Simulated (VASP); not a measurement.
The system is PbS.

```
Pb S
1.0
     0.00000    2.97057    2.97057
     2.97057    0.00000    2.97057
     2.97057    2.97057    0.00000
Pb S
1 1
Direct
  0.00000 0.00000 0.00000
  0.50000 0.50000 0.50000
```

Base run:

| Item | Value |
| --- | --- |
| Program | VASP 6.6.1 |
| Functional | PBEsol |
| Potentials or basis | VASP PAW PBE potentials, release 64 (Pb_d, S) |
| Cutoff | 520 eV |
| k mesh | 6 × 6 × 6 |
| Occupations | gaussian, width 0.01 eV |
| Spin | no spin polarisation |

Its results: band gap on the k mesh 0.27 eV; pressure -1.2 GPa.

Question: The run is repeated on the same cell with these changes: functional from PBEsol to HF; k mesh from 6 × 6 × 6 to 4 × 4 × 4. What comes out?

Answer: Band gap on the k mesh 5.53 eV; pressure 7.1 GPa.

Several settings changed at once.

Caveats: some runs use coarse meshes; the PAW data sets were made with another functional, which shifts forces and pressure a little; spin-orbit coupling is left out, which moves the levels of the heavy elements.

A k mesh can miss the band edges.
